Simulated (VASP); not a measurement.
# KBr: single point with PBE

The system is KBr.

```
CELL_PARAMETERS angstrom
0.02040 3.33514 3.29818
3.36444 -0.00347 3.32205
3.38740 3.38196 -0.02643
ATOMIC_POSITIONS crystal
K 0.00177 0.99995 0.99818
Br 0.49823 0.50005 0.50182
```

```yaml
Program: VASP 6.6.1
Task: single point
Functional: PBE
Potentials_or_basis: VASP PAW PBE potentials, release 64 (K_sv, Br)
Cutoff: 520 eV
k_mesh: 6 × 6 × 6
Occupations: gaussian, width 0.05 eV
Spin: no spin polarisation
```

```yaml
Pressure: 0.1 GPa
Largest_force: 0.017 eV/Å
Band_gap_on_the_k_mesh: 4.29 eV
```

Forces in eV/Å, atoms in the order of the input:
```
K    0.012  0.001 -0.013
Br  -0.012 -0.001  0.013
```

Stress tensor (GPa, compression positive):
```
-0.05 -0.07  0.01
-0.07 -0.01  0.08
 0.01  0.08  0.29
```

Levels at points of the mesh, in eV from the valence-band top:
```
           k point  band 5  band 6  band 7  band 8  band 9  band 10  band 11  band 12
(0.00, 0.00, 0.00)  -11.37   -0.04   -0.02    0.00    4.29     7.49     7.57     7.66
(0.50, 0.00, 0.00)  -11.15   -1.11   -0.35   -0.33    6.47     8.08     9.61     9.68
(0.00, 0.50, 0.00)  -11.14   -1.11   -0.33   -0.30    6.47     8.04     9.56     9.68
(0.50, 0.50, 0.00)  -11.41   -0.78   -0.32   -0.28    5.88     7.03     9.28     9.28
(0.00, 0.00, 0.50)  -11.14   -1.12   -0.31   -0.29    6.48     7.99     9.56     9.62
(0.50, 0.00, 0.50)  -11.40   -0.79   -0.29   -0.28    5.89     7.01     9.22     9.26
(0.00, 0.50, 0.50)  -11.40   -0.79   -0.31   -0.26    5.89     7.01     9.21     9.26
(0.50, 0.50, 0.50)  -11.15   -1.11   -0.34   -0.31    6.47     8.04     9.57     9.67
```

Run time: 2.7 min on 1 thread of Oxide Virtual Turin-like Processor (shared host), peak memory 0.25 GiB.
